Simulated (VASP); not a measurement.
Wanted: the native input for a VASP 6.6.1 run.

```
Task                   : relaxation of cell and atoms
Functional             : LDA
Potentials or basis    : VASP PAW LDA potentials, release 64 (Be)
Cutoff                 : 600 eV
k mesh                 : 24 × 24 × 14
Occupations            : fermi-dirac, width 0.08 eV
Spin                   : no spin polarisation
Target pressure        : 1 GPa
Dipole correction      : no
Further INCAR settings : ALGO = Normal; EDIFF = 1e-06; IBRION = 2; EDIFFG = -0.002; NSW = 100; ISIF = 3
```

The structure of Be lies in POSCAR:

```
Be
1.0
    2.2280546683      0.0000000000      0.0000000000
   -1.1140273342      1.9295519438      0.0000000000
    0.0000000000      0.0000000000      3.5124917384
Be
2
Direct
    0.3333333333      0.6666666667      0.2500000000
    0.6666666667      0.3333333333      0.7500000000
```

One way to write it, as run:

INCAR

```
ALGO     = Normal         # electronic algorithm
EDIFF    = 1E-6           # SCF threshold, eV
EDIFFG   = -0.002         # ionic threshold
ENCUT    = 600            # plane-wave cutoff, eV
GGA      = CA             # functional
IBRION   = 2              # ionic algorithm
ISIF     = 3              # what is computed and relaxed
ISMEAR   = -1             # smearing method
LASPH    = T              # aspherical terms in the spheres
LCHARG   = F              # write CHGCAR
LREAL    = F              # projectors in reciprocal space
LWAVE    = F              # write WAVECAR
NELM     = 60             # most SCF steps
NSW      = 100            # ionic steps
PREC     = Accurate       # precision mode
PSTRESS  = 10.0         
SIGMA    = 0.08           # smearing width, eV
```

KPOINTS

```
k-points
0
Gamma
  24 24 14
```

Potentials or basis: VASP PAW LDA potentials, release 64 (Be).

The run is started by

```bash
$ cat potpaw_LDA.64/Be/POTCAR > POTCAR
$ mpirun -np 1 vasp_std > vasp.out
```

Results of the run:

The relaxed volume is 7.52 Å³/atom. The relaxed cell is a = 2.225 Å, b = 2.225 Å, c = 3.508 Å, α = 90.00°, β = 90.00°, γ = 120.00°. The space group after relaxing (to 0.1 Å) is P6_3/mmc (No. 194), the energy change on relaxing (the run minimises the enthalpy) is +0.1 meV/atom and the ionic steps are 4. The pressure after relaxing is 1.0 GPa and the band gap on the k mesh is zero (bands 2 and 3 overlap by 2.09 eV).

Caveat: the cell is relaxed towards a set pressure, so the run minimises the enthalpy, not the energy.

Wall time 48 s on 1 thread of Intel Xeon 8259CL, on a shared host, peak memory 0.16 GiB.
